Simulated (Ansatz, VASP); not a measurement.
One calculation of C, two programs

```
C
1.0
     0.00000    1.76580    1.76580
     1.76580    0.00000    1.76580
     1.76580    1.76580    0.00000
C
2
Direct
  0.00000 0.00000 0.00000
  0.25000 0.25000 0.25000
```

Alike in both runs: functional LDA; k mesh 10 × 10 × 10; occupations gaussian, width 0.1 eV; no spin polarisation.

Ansatz relaxed the structure, and its values are those at the end. VASP's run is a single point on that final structure, the one shown.

|  | VASP | Ansatz |
| --- | --- | --- |
| version | VASP 6.6.1 | Ansatz 0.2.0 |
| potentials or method | VASP PAW LDA potentials, release 64 (C), cutoff 600 eV | scalar-relativistic, plane waves, PAW |
| valence electrons in the cell | 8 | 8 |

```csv
,VASP,Ansatz,Ansatz less VASP
gap on the k mesh at the Fermi level (eV),4.20,4.21,+0.007
least direct gap on the mesh (eV),5.63,5.62,-0.004
pressure (GPa),0.9,-0.1,-0.95
```

Ansatz warns that its potentials were made for another functional, while VASP's fit it. LDA's correlation is that of Perdew and Zunger in VASP and of Perdew and Wang (1992) in Ansatz.
